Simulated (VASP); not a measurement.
Input of a VASP 6.6.1 run:

Contents of INCAR:

```
SYSTEM = Rb
PREC = Accurate ; ENCUT = 600
EDIFF = 1E-6 ; ISMEAR = -1
SIGMA = 0.08 ; LREAL = .False.
LASPH = .True. ; NELM = 80
ALGO = Normal ; ISIF = 4
LWAVE = .False. ; LCHARG = .False.
GGA = PE ; IBRION = 2
NSW = 50 ; EDIFFG = -0.005
```

The input KPOINTS:

```
Automatic mesh
0
Gamma
  9 9 5
  0 0 0
```

File POSCAR:

```
Rb
1.0
    4.2525346222      0.0000000000      0.0000000000
   -2.1262673111      3.6828030133      0.0000000000
    0.0000000000      0.0000000000      7.0161423555
Rb
2
Direct
    0.3333333333      0.6666666667      0.2500000000
    0.6666666667      0.3333333333      0.7500000000
```

Potentials or basis: VASP PAW PBE potentials, release 64 (Rb_sv).

Command:

```console
$ cat potpaw_PBE.64/Rb_sv/POTCAR > POTCAR
$ mpirun -np 1 vasp_std > vasp.out
```

(1) What does it give for the band gap on the k mesh?

## Answers

(1) zero (bands 9 and 10 overlap by 2.26 eV).
